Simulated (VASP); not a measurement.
# Cs (Im-3m) in VASP: further runs

The runs below take Cs through single point, relaxation of cell and atoms, with PBEsol.

Program: VASP 6.6.1. These are calculated values, not measurements. Logs are shortened: lines on timing, memory, paths and dates and some standing lists are left out, and cuts for length are marked.

## (1) The cell of the first run

The structure is cubic, space group Im-3m (No. 229). Conventional cell: a = 3.554 Å, b = 3.554 Å, c = 3.554 Å, α = 90.00°, β = 90.00°, γ = 90.00°. Within 4.1 Å of Cs (site symmetry m-3m) lie 14 Cs at 3.08 to 3.55 Å.

## (2) Single point, PBEsol

Contents of INCAR:

```
SYSTEM = Cs
  ALGO = Normal
  EDIFF = 1E-6
  ENCUT = 500
  GGA = PS
  GGA_COMPAT = .FALSE.
  ISIF = 2
  ISMEAR = -1
  LASPH = .TRUE.
  LCHARG = .TRUE.
  LELF = .TRUE.
  LREAL = .FALSE.
  LVHAR = .TRUE.
  LWAVE = .FALSE.
  NBANDS = 10
  NELM = 120
  PREC = Accurate
  SIGMA = 0.05
```

Contents of KPOINTS:

```
k-points
0
G
  5 5 5
  0 0 0
```

Contents of POSCAR:

```
Cs
1.0
   -1.7769110883      1.7769110883      1.7769110883
    1.7769110883     -1.7769110883      1.7769110883
    1.7769110883      1.7769110883     -1.7769110883
Cs
1
Direct
    0.0000000000      0.0000000000      0.0000000000
```

Potentials or basis: VASP PAW PBE potentials, release 64 (Cs_sv).

The run is started by

```sh
$ cat potpaw_PBE.64/Cs_sv/POTCAR > POTCAR
$ mpirun -np 1 vasp_std > vasp.out
```

OUTCAR:

```text
SYSTEM = Cs
   EDIFF = 1E-6
   ENCUT = 500
   GGA = PS
   ISIF = 2
   ISMEAR = -1
   LASPH = .TRUE.
   LREAL = .FALSE.
   NELM = 120
   PREC = Accurate

 ion  position               nearest neighbor table
   1  0.000  0.000  0.000-

  LATTYP: Found a body centered cubic cell.
 ALAT       =     3.5538221766

  Lattice vectors:

 A1 = (  -1.7769110883,   1.7769110883,   1.7769110883)
 A2 = (   1.7769110883,  -1.7769110883,   1.7769110883)
 A3 = (   1.7769110883,   1.7769110883,  -1.7769110883)

Analysis of symmetry for initial positions (statically):
=====================================================================
 Subroutine PRICEL returns:
 Original cell was already a primitive cell.

 Routine SETGRP: Setting up the symmetry group for a
 body centered cubic supercell.

 Subroutine GETGRP returns: Found 48 space group operations
 (whereof 48 operations were pure point group operations)
 out of a pool of 48 trial point group operations.

The static configuration has the point symmetry O_h .

Analysis of symmetry for dynamics (positions and initial velocities):
=====================================================================
 Subroutine PRICEL returns:
 Original cell was already a primitive cell.

 Routine SETGRP: Setting up the symmetry group for a
 body centered cubic supercell.

 Subroutine GETGRP returns: Found 48 space group operations
 (whereof 48 operations were pure point group operations)
 out of a pool of 48 trial point group operations.

The dynamic configuration has the point symmetry O_h .

 Subroutine INISYM returns: Found 48 space group operations
 (whereof 48 operations are pure point group operations),
 and found     1 'primitive' translations

----------------------------------------------------------------------------------------

                                     Primitive cell

  volume of cell :      22.4418

  direct lattice vectors                    reciprocal lattice vectors
    -1.776911088  1.776911088  1.776911088     0.000000000  0.281387180  0.281387180
     1.776911088 -1.776911088  1.776911088     0.281387180  0.000000000  0.281387180
     1.776911088  1.776911088 -1.776911088     0.281387180  0.281387180  0.000000000

  length of vectors
     3.077700285  3.077700285  3.077700285     0.397941566  0.397941566  0.397941566
[... 64 lines left out ...]
   EDIFF  = 0.1E-05   stopping-criterion for ELM
   LREAL  =      F    real-space projection
   EDIFFG = 0.1E-04   stopping-criterion for IOM
   NSW    =      0    number of steps for IOM
   IBRION =     -1    ionic relax: 0-MD 1-quasi-New 2-CG
   NFREE  =      0    steps in history (QN), initial steepest desc. (CG)
   ISIF   =      2    stress and relaxation
   ISYM   =      2    0-nonsym 1-usesym 2-fastsym
   POTIM  = 0.5000    time-step for ionic-motion
   TEBEG  =    0.0;   TEEND  =   0.0 temperature during run
   PSTRESS=    0.0 pullay stress
   NELECT =       9.0000    total number of electrons
   NUPDOWN=      -1.0000    fix difference up-down
   EMIN   =  10.00;   EMAX   =-10.00  energy-range for DOS
   EFERMI =   0.00;   METHOD = LEGACY
   ISMEAR =    -1;   SIGMA  =   0.05  broadening in eV -4-tet -1-fermi 0-gaus
   EFERMI_NEDOS =   21; number of points for ismear=-14 and -15
   IALGO  =     38    algorithm
   IMIX   =      4    mixing-type and parameters
     AMIX     =   0.40;   BMIX     =  1.00
     AMIX_MAG =   1.60;   BMIX_MAG =  1.00
  volume/ion in A,a.u.               =      22.44       151.44
  Fermi-wavevector in a.u.,A,eV,Ry     =   1.207267  2.281404 19.830402  1.457493
  Thomas-Fermi vector in A             =   2.342910
   LORBIT       =      0    0 simple, 1 ext, 2 COOP (PROOUT), +10 PAW based schemes
   GGA     = PS    functional components
   LHFCALC =     F    Hartree Fock is set to
   AEXX    =    0.0000 exact exchange contribution
   IVDW    =     0    specifies the selected vdW correction
   LEPSILON=     F    determine dielectric tensor
   LRPA    =     F    only Hartree local field effects (RPA)
 non-spin polarized calculation
  energy-cutoff  :      500.00
  volume of cell :       22.44
 maximum number of plane-waves:       578
 NGX is ok and might be reduce to    24
   NGX = 11   NGY = 11   NGZ = 11

 number of electron       9.0000001 magnetization

 Free energy of the ion-electron system (eV)
  ---------------------------------------------------
  ext. energy  EPLUGINS =         0.00000000
  ---------------------------------------------------
  free energy    TOTEN  =         1.71614063 eV

  energy without entropy =        1.72441602  energy(sigma->0) =        1.72027833

 E-fermi :   9.0615     XC(G=0): -11.9883

 val. band max:        8.9732166636   @ k =  -0.4000  -0.4000   0.2000
 cond. band min:       9.2277186795   @ k =   0.4000   0.2000   0.0000
 fundamental gap:      0.2545020159
 Fermi energy:         9.0614746239

 k-point     1 :       0.0000    0.0000    0.0000
  band No.  band energies     occupation
      1     -17.4442      2.00000
      2       1.5001      2.00000
      3       1.5001      2.00000
      4       1.5001      2.00000
      5      11.0473      0.00000
      6      12.8319      0.00000
      7      12.8319      0.00000
      8      12.8319      0.00000
      9      16.0992      0.00000
     10      16.0992      0.00000
[... 105 lines left out ...]
 k-point    10 :      -0.4000    0.4000    0.4000
  band No.  band energies     occupation
      1     -13.8465      2.00000
      2      -3.8514      2.00000
      3      -3.2253      2.00000
      4      -3.2253      2.00000
      5       6.0561      2.00000
      6       7.5377      2.00000
      7      18.7158      0.00000
      8      18.7158      0.00000
      9      19.8095      0.00000
     10      21.6876      0.00000

------------------------ aborting loop because EDIFF is reached ----------------------------------------

  FORCE on cell =-STRESS in cart. coord.  units (eV):
  Direction    XX          YY          ZZ          XY          YZ          ZX
  --------------------------------------------------------------------------------------
  -------------------------------------------------------------------------------------
  Total        6.7818023      6.7818023      6.7818023      0.0000000      0.0000000     -0.0000000
  in kB      484.1708353    484.1708353    484.1708353      0.0000000      0.0000000     -0.0000000
  external PRESSURE =     484.1708353 kB  Pullay stress =       0.0000000 kB

 VOLUME and BASIS-vectors are now :
 -----------------------------------------------------------------------------
  energy-cutoff  :      500.00
  volume of cell :       22.44
      direct lattice vectors                 reciprocal lattice vectors
    -1.776911088  1.776911088  1.776911088     0.000000000  0.281387180  0.281387180
     1.776911088 -1.776911088  1.776911088     0.281387180  0.000000000  0.281387180
     1.776911088  1.776911088 -1.776911088     0.281387180  0.281387180  0.000000000

 POSITION                                       TOTAL-FORCE (eV/Angst)
 -----------------------------------------------------------------------------------
      0.00000      0.00000      0.00000         0.000000     -0.000000      0.000000
 -----------------------------------------------------------------------------------
    total drift:                                0.000000     -0.000000     -0.000000

  FREE ENERGIE OF THE ION-ELECTRON SYSTEM (eV)
  ---------------------------------------------------
  free  energy   TOTEN  =         1.7161406315 eV

  energy  without entropy=        1.7244160225  energy(sigma->0) =        1.72027833
```

OSZICAR:

```text
N       E                     dE             d eps       ncg     rms          rms(c)
DAV:   1     0.391360909946E+02    0.39136E+02   -0.44328E+03   200   0.770E+02
DAV:   2     0.284689721139E+01   -0.36289E+02   -0.34929E+02   260   0.134E+02
DAV:   3     0.156739399048E+01   -0.12795E+01   -0.12643E+01   240   0.245E+01
DAV:   4     0.156379511764E+01   -0.35989E-02   -0.35985E-02   226   0.131E+00
DAV:   5     0.156379175133E+01   -0.33663E-05   -0.33664E-05   234   0.468E-02    0.161E+00
DAV:   6     0.167318977748E+01    0.10940E+00   -0.88753E-02   208   0.166E+00    0.812E-01
DAV:   7     0.171532891057E+01    0.42139E-01   -0.91341E-02   210   0.171E+00    0.182E-01
DAV:   8     0.171613500470E+01    0.80609E-03   -0.92552E-04   216   0.237E-01    0.291E-02
DAV:   9     0.171613569170E+01    0.68700E-06   -0.22321E-05   214   0.310E-02    0.123E-02
DAV:  10     0.171614062270E+01    0.49310E-05   -0.87300E-07   208   0.966E-03    0.111E-03
DAV:  11     0.171614063149E+01    0.87888E-08   -0.70165E-08   108   0.178E-03
   1 F= 0.17161406E+01 E0= 0.17202783E+01  d E =-.827539E-02
```

stdout:

```text
POSCAR found type information on POSCAR Cs
 POSCAR found :  1 types and       1 ions
 scaLAPACK will be used
 -----------------------------------------------------------------------------
|                                                                             |
|                                                                             |
|     You enforced a specific xc type in the INCAR file but a different       |
|     I HOPE YOU KNOW WHAT YOU ARE DOING!                                     |
|                                                                             |
 -----------------------------------------------------------------------------

 LDA part: xc-table for (Slater+PW92), standard interpolation
 POSCAR, INCAR and KPOINTS ok, starting setup
 FFT: planning ... GRIDC
 FFT: planning ... GRID_SOFT
 FFT: planning ... GRID
 WAVECAR not read
 entering main loop
```

It took 3 s on 1 thread of Intel Xeon 6975P-C (Granite Rapids), shared host; peak memory 0.13 GiB.

What came out:

```yaml
Free_energy: 1.7161 eV
Pressure: 48.4 GPa
Band_gap_on_the_k_mesh: zero (an odd number of electrons rules out a gap without spin polarisation)
```

Levels at points of the mesh, in eV from the Fermi level:
| k point | band 1 | band 2 | band 3 | band 4 | band 5 | band 6 | band 7 | band 8 |
| --- | --- | --- | --- | --- | --- | --- | --- | --- |
| (0.00, 0.00, 0.00) | -26.51 | -7.56 | -7.56 | -7.56 | 1.99 | 3.77 | 3.77 | 3.77 |

Caveat: the k points lie up to 0.50 Å⁻¹ apart, too coarse for converged energies and pressures of a metal; the PAW data sets were made with another functional, which shifts forces and pressure a little; spin-orbit coupling is left out, which moves the levels of the heavy elements.

## (3) Single point, PBEsol

This run uses another cell than the first one, of 29.06 Å³/atom.

Contents of INCAR:

```
PREC = Accurate
ENCUT = 500
EDIFF = 1E-6
ISMEAR = -1
SIGMA = 0.05
LREAL = False
LASPH = True
NELM = 120
ALGO = Normal
ISIF = 2
LWAVE = False
LCHARG = False
GGA = PS
NBANDS = 10
GGA_COMPAT = False
```

Contents of KPOINTS:

```
Automatic mesh
0
Gamma
  5 5 5
```

Contents of POSCAR:

```
Cs
1.0
   -1.9368172305      1.9368172305      1.9368172305
    1.9368172305     -1.9368172305      1.9368172305
    1.9368172305      1.9368172305     -1.9368172305
Cs
1
Direct
    0.0000000000      0.0000000000      0.0000000000
```

Potentials or basis: VASP PAW PBE potentials, release 64 (Cs_sv).

The run is started by

```sh
$ cat potpaw_PBE.64/Cs_sv/POTCAR > POTCAR
$ mpirun -np 1 vasp_std > vasp.out
```

It took 2.3 s on 1 thread of Intel Xeon 6975P-C (Granite Rapids), shared host; peak memory 0.13 GiB.

The run converged. Its results:

- Free energy: 0.5301 eV
- Pressure: 16.0 GPa
- Band gap on the k mesh: zero (an odd number of electrons rules out a gap without spin polarisation)

Levels at points of the mesh, in eV from the Fermi level:
```tsv
k point	band 1	band 2	band 3	band 4	band 5	band 6	band 7	band 8
(0.00, 0.00, 0.00)	-25.17	-8.78	-8.78	-8.78	-0.43	3.34	3.34	3.34
```

Caveat: the k points lie up to 0.46 Å⁻¹ apart, too coarse for converged energies and pressures of a metal; the PAW data sets were made with another functional, which shifts forces and pressure a little; spin-orbit coupling is left out, which moves the levels of the heavy elements.

## (4) Single point, PBEsol

This run uses another cell than the first one, of 24.69 Å³/atom.

Contents of INCAR:

```
ALGO = Normal
EDIFF = 1E-6
ENCUT = 500
GGA = PS
GGA_COMPAT = False
ISIF = 2
ISMEAR = -1
LASPH = True
LCHARG = False
LREAL = False
LWAVE = False
NBANDS = 10
NELM = 120
PREC = Accurate
SIGMA = 0.05
```

Contents of KPOINTS:

```
k-points
0
Gamma
  5 5 5
```

Contents of POSCAR:

```
Cs
1.0
   -1.8343464525      1.8343464525      1.8343464525
    1.8343464525     -1.8343464525      1.8343464525
    1.8343464525      1.8343464525     -1.8343464525
Cs
1
Direct
    0.0000000000      0.0000000000      0.0000000000
```

Potentials or basis: VASP PAW PBE potentials, release 64 (Cs_sv).

The run is started by

```sh
$ cat potpaw_PBE.64/Cs_sv/POTCAR > POTCAR
$ mpirun -np 1 vasp_std > vasp.out
```

OUTCAR:

```text
EDIFF = 1E-6
   ENCUT = 500
   GGA = PS
   ISIF = 2
   ISMEAR = -1
   LASPH = True
   LREAL = False
   NELM = 120
   PREC = Accurate

 ion  position               nearest neighbor table
   1  0.000  0.000  0.000-

  LATTYP: Found a body centered cubic cell.
 ALAT       =     3.6686929050

  Lattice vectors:

 A1 = (  -1.8343464525,   1.8343464525,   1.8343464525)
 A2 = (   1.8343464525,  -1.8343464525,   1.8343464525)
 A3 = (   1.8343464525,   1.8343464525,  -1.8343464525)
[... 290 lines left out ...]
      8      17.0497      0.00000
      9      18.2957      0.00000
     10      19.7020      0.00000

------------------------ aborting loop because EDIFF is reached ----------------------------------------

  FORCE on cell =-STRESS in cart. coord.  units (eV):
  Direction    XX          YY          ZZ          XY          YZ          ZX
  --------------------------------------------------------------------------------------
  -------------------------------------------------------------------------------------
  Total        4.9799792      4.9799792      4.9799792      0.0000000      0.0000000     -0.0000000
  in kB      323.1722232    323.1722232    323.1722232      0.0000000      0.0000000     -0.0000000
  external PRESSURE =     323.1722232 kB  Pullay stress =       0.0000000 kB

 VOLUME and BASIS-vectors are now :
 -----------------------------------------------------------------------------
  energy-cutoff  :      500.00
  volume of cell :       24.69
      direct lattice vectors                 reciprocal lattice vectors
    -1.834346452  1.834346452  1.834346452     0.000000000  0.272576644  0.272576644
     1.834346452 -1.834346452  1.834346452     0.272576644  0.000000000  0.272576644
     1.834346452  1.834346452 -1.834346452     0.272576644  0.272576644  0.000000000

 POSITION                                       TOTAL-FORCE (eV/Angst)
 -----------------------------------------------------------------------------------
      0.00000      0.00000      0.00000        -0.000000      0.000000      0.000000
 -----------------------------------------------------------------------------------
    total drift:                                0.000000     -0.000000     -0.000000

  FREE ENERGIE OF THE ION-ELECTRON SYSTEM (eV)
  ---------------------------------------------------
  free  energy   TOTEN  =         1.1581603808 eV

  energy  without entropy=        1.1748321824  energy(sigma->0) =        1.16649628
```

OSZICAR:

```text
N       E                     dE             d eps       ncg     rms          rms(c)
DAV:   1     0.406123885084E+02    0.40612E+02   -0.42783E+03   200   0.739E+02
DAV:   2     0.254018469220E+01   -0.38072E+02   -0.35900E+02   268   0.130E+02
DAV:   3     0.102479784645E+01   -0.15154E+01   -0.15123E+01   234   0.257E+01
DAV:   4     0.101950860490E+01   -0.52892E-02   -0.52879E-02   226   0.160E+00
DAV:   5     0.101950271327E+01   -0.58916E-05   -0.58910E-05   232   0.605E-02    0.152E+00
DAV:   6     0.112088534692E+01    0.10138E+00   -0.91891E-02   212   0.165E+00    0.751E-01
DAV:   7     0.115745467785E+01    0.36569E-01   -0.88310E-02   210   0.163E+00    0.169E-01
DAV:   8     0.115815540370E+01    0.70073E-03   -0.83836E-04   220   0.220E-01    0.280E-02
DAV:   9     0.115815548861E+01    0.84901E-07   -0.22003E-05   212   0.305E-02    0.112E-02
DAV:  10     0.115816039721E+01    0.49086E-05   -0.88942E-07   202   0.944E-03    0.115E-03
DAV:  11     0.115816038077E+01   -0.16433E-07   -0.82753E-08   116   0.193E-03
   1 F= 0.11581604E+01 E0= 0.11664963E+01  d E =-.166718E-01
```

It took 1.8 s on 1 thread of Intel Xeon 6975P-C (Granite Rapids), shared host; peak memory 0.12 GiB.

What came out:

```yaml
Free_energy: 1.1582 eV
Pressure: 32.3 GPa
Band_gap_on_the_k_mesh: zero (an odd number of electrons rules out a gap without spin polarisation)
```

Caveat: the k points lie up to 0.48 Å⁻¹ apart, too coarse for converged energies and pressures of a metal; the PAW data sets were made with another functional, which shifts forces and pressure a little; spin-orbit coupling is left out, which moves the levels of the heavy elements.

(Part 1 of 2 ends here.)
